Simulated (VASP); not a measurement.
Crystal: TaN.

```
Ta N
1.0
     2.93994    0.00000    0.00000
    -1.46997    2.54606    0.00000
     0.00000    0.00000    2.89018
Ta N
1 1
Direct
  0.00000 0.00000 0.50000
  0.66667 0.33333 0.00000
```

Program: VASP 6.6.1. Alike in all runs: task electric field gradients; potentials or basis VASP PAW PBE potentials, release 64 (Ta_pv, N); no spin polarisation; cell as given; k mesh 13 × 13 × 11; cutoff (eV) 520; smearing fermi-dirac 0.05 eV.

Task: Order these runs on this cell by their pressure, lowest first.
A. level PBEsol
B. level PBE
C. level r2SCAN

Result: A (-5.4 GPa), C (0.0 GPa), B (4.0 GPa).

Caveats: the PAW data sets were made with another functional, which shifts forces and pressure a little (some runs).
